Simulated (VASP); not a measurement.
Runs of VASP 6.6.1 on Ag. The structure is that of space group Pm-3m (No. 221), or close to it. The cells are those of the table. This isn't the form of Ag at room conditions, which is fcc.

| task | cell | gap on the mesh (eV) | pressure (GPa) |
| --- | --- | --- | --- |
| relaxation of cell and atoms | relaxed to 30 GPa from a = 2.660 Å, 1 atom | none | 30.0 |
| single point | a = 2.652 Å, 1 atom | none | 9.8 |
| single point | a = 2.750 Å, 1 atom | none | 0.0 |
| single point | a = 2.591 Å, 1 atom | none | (a) |
| relaxation of cell and atoms | relaxed to 20 GPa from a = 2.660 Å, 1 atom | none | 19.9 |
| single point | a = 2.546 Å, 1 atom | none | 29.6 |
| relaxation of cell and atoms | relaxed from a = 2.660 Å, 1 atom | none | 0.0 |
| relaxation of cell and atoms | relaxed to 10 GPa from a = 2.660 Å, 1 atom | none | 10.0 |

Alike in all rows: level PBE; potentials or basis VASP PAW PBE potentials, release 64 (Ag); no spin polarisation; k mesh 16 × 16 × 16; cutoff (eV) 500; smearing fermi-dirac 0.1 eV.

Problem. Estimate the missing entries.

Solution. (a) 19.7.

Caveats: the cell is relaxed towards a set pressure, so the run minimises the enthalpy, not the energy (at least some runs); the cell stands under pressure (at least some runs).

A k mesh can miss the band edges, and the runs leave out spin-orbit coupling on Ag.

A gap of «none» marks levels without a gap at the run's occupations.
